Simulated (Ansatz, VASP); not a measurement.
## Ti16SiO32 in VASP and in Ansatz

```
Ti O Si
1.0
     7.57840    0.00000    0.00000
     0.00000    7.57840    0.00000
     0.00000    0.00000    9.53700
Ti O Si
16 32 1
Direct
  0.99621 0.99913 0.00110
  0.99543 0.24904 0.25019
  0.48219 0.01415 0.01267
  0.49903 0.24906 0.25331
  0.99628 0.49845 0.00085
  0.00106 0.74892 0.24569
  0.25383 0.24941 0.49986
  0.25447 0.49912 0.74919
  0.48268 0.48341 0.01243
  0.49318 0.74892 0.25557
  0.75117 0.24898 0.49852
  0.76825 0.48384 0.73737
  0.24846 0.74920 0.50399
  0.25448 0.99941 0.74892
  0.75674 0.74912 0.49484
  0.76828 0.01407 0.73740
  0.99563 0.00028 0.20425
  0.00051 0.24951 0.46315
  0.96050 0.24895 0.03782
  0.00465 0.02029 0.78638
  0.51560 0.99683 0.20959
  0.49790 0.25019 0.45403
  0.54409 0.24878 0.03516
  0.50315 0.93709 0.80166
  0.99495 0.49723 0.20410
  0.00202 0.74914 0.45942
  0.01882 0.74873 0.03968
  0.00433 0.47679 0.78624
  0.28982 0.24914 0.71221
  0.24624 0.47668 0.96369
  0.25380 0.49782 0.54615
  0.24870 0.24912 0.28768
  0.51630 0.50091 0.20921
  0.49608 0.74902 0.45543
  0.49611 0.74900 0.02855
  0.50328 0.56128 0.80160
  0.70618 0.24894 0.71579
  0.74669 0.56072 0.94869
  0.73205 0.50152 0.54078
  0.75180 0.24807 0.29664
  0.23128 0.74913 0.71012
  0.24596 0.02152 0.96378
  0.25393 0.00084 0.54573
  0.24759 0.74766 0.29055
  0.75386 0.74921 0.72195
  0.74664 0.93740 0.94878
  0.73129 0.99677 0.54074
  0.75356 0.74850 0.29440
  0.62520 0.74915 0.87526
```

Alike in both runs: functional PBE; k mesh 1 × 1 × 1; occupations fermi-dirac, width 0.02 eV; no spin polarisation.

Ansatz relaxed the structure, and its values are those at the end. VASP's run is a single point on that final structure, the one shown.

|  | VASP | Ansatz |
| --- | --- | --- |
| version | VASP 6.6.1 | Ansatz 0.2.0 |
| potentials or method | VASP PAW PBE potentials, release 64 (Ti_sv, O, Si), cutoff 520 eV | scalar-relativistic, plane waves, PAW |
| valence electrons in the cell | 388 | 388 |

```csv
,VASP,Ansatz,Ansatz less VASP
rms of the force components (eV/Å),0.025,0.016,-0.0089
```
